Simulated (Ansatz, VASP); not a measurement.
# Two plane-wave programs on Si

```
Si
1.0
     0.00000    2.73505    2.73505
     2.73505    0.00000    2.73505
     2.73505    2.73505    0.00000
Si
2
Direct
  0.75000 0.75000 0.75000
  0.50000 0.50000 0.50000
```

Alike in both runs: functional PBE; k mesh 8 × 8 × 8; occupations gaussian, width 0.02 eV; no spin polarisation.

Ansatz relaxed the structure, and its values are those at the end. VASP's run is a single point on that final structure, the one shown.

```csv
,VASP,Ansatz
version,VASP 6.6.1,Ansatz 0.2.0
potentials or method,"VASP PAW PBE potentials, release 64 (Si), cutoff 500 eV","scalar-relativistic, plane waves, PAW"
valence electrons in the cell,8,8
```

|  | VASP | Ansatz | Ansatz less VASP |
| --- | --- | --- | --- |
| gap on the k mesh at the Fermi level (eV) | 0.65 | 0.65 | -0.003 |
| least direct gap on the mesh (eV) | 2.56 | 2.55 | -0.005 |
| pressure (GPa) | -0.1 | 0.0 | +0.08 |
